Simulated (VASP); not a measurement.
ScAl, 2 atoms in the cell. It takes space group Pm-3m (No. 221, cubic). The conventional cell has a = 3.193 Å, b = 3.193 Å, c = 3.193 Å, α = 90.00°, β = 90.00°, γ = 90.00°. Within 3.6 Å of Sc (site symmetry m-3m) lie 8 Al at 2.76 Å and 6 Sc at 3.19 Å. Al (site symmetry m-3m) has 8 Sc at 2.76 Å and 6 Al at 3.19 Å within 3.6 Å. 

```yaml
Program: VASP 6.6.1
Task: single point
Functional: LDA
Potentials_or_basis: VASP PAW LDA potentials, release 64 (Sc_sv, Al)
Cutoff: 520 eV
k_mesh: 11 × 11 × 11
Occupations: fermi-dirac, width 0.05 eV
Spin: no spin polarisation
Dipole_correction: no
Further_INCAR_settings: ALGO = Normal; EDIFF = 1e-06; NBANDS = 14
```

Potentials or basis: VASP PAW LDA potentials, release 64 (Sc_sv, Al).

The run is started by

```bash
$ cat potpaw_LDA.64/Sc_sv/POTCAR potpaw_LDA.64/Al/POTCAR > POTCAR
$ mpirun -np 1 vasp_std > vasp.out
```

Hardware: 1 thread of Intel Xeon 8259CL (shared host).

Problem. Estimate the wall time of this run.

Solution. Run time: 26 s on 1 thread of Intel Xeon 8259CL, on a shared host, peak memory 0.14 GiB. Counts: scf iterations 13, k points 56.
